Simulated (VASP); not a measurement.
Input of a VASP 6.6.1 run:

INCAR

```
SYSTEM = LiS3
ALGO = Normal
EDIFF = 1E-6
EDIFFG = -0.04
ENCUT = 600
GGA = PE
IBRION = 2
ISIF = 3
ISMEAR = 0
LASPH = .True.
LCHARG = .False.
LREAL = .False.
LWAVE = .False.
NELM = 60
NSW = 90
PREC = Accurate
SIGMA = 0.1
```

The input KPOINTS:

```
k-points
0
Gamma
  4 4 4
  0 0 0
```

File POSCAR:

```
LiS3
1.0
   -2.7086933800      2.7086933800      2.7086933800
    2.7086933800     -2.7086933800      2.7086933800
    2.7086933800      2.7086933800     -2.7086933800
Li S
1 3
Direct
    0.0000000000      0.0000000000      0.0000000000
    0.0000000000      0.5000000000      0.5000000000
    0.5000000000      0.0000000000      0.5000000000
    0.5000000000      0.5000000000      0.0000000000
```

Potentials or basis: VASP PAW PBE potentials, release 64 (Li_sv, S).

Command:

```bash
$ cat potpaw_PBE.64/Li_sv/POTCAR potpaw_PBE.64/S/POTCAR > POTCAR
$ mpirun -np 1 vasp_std > vasp.out
```

Estimate the band gap on the k mesh.

zero (an odd number of electrons rules out a gap without spin polarisation).

Predict the relaxed volume.

15.97 Å³/atom.

Predict the relaxed cell.

a = 4.362 Å, b = 4.362 Å, c = 4.362 Å, α = 109.47°, β = 109.47°, γ = 109.47°.

Predict the space group after relaxing (to 0.1 Å).

Im-3m (No. 229).

Final structure:
```
CELL_PARAMETERS angstrom
-2.51833 2.51833 2.51833
2.51833 -2.51833 2.51833
2.51833 2.51833 -2.51833
ATOMIC_POSITIONS crystal
Li 0.00000 0.00000 0.00000
S 0.00000 0.50000 0.50000
S 0.50000 0.00000 0.50000
S 0.50000 0.50000 0.00000
```

Caveat: the k points lie up to 0.44 Å⁻¹ apart in the final cell, too coarse for converged energies and pressures of a metal; the cutoff is under 1.25 times the usual one of these potentials, so pressure, stress and relaxed cells hold a basis-set (Pulay) error; the volume moved by over 15 % at a fixed basis, so the end points are rough.
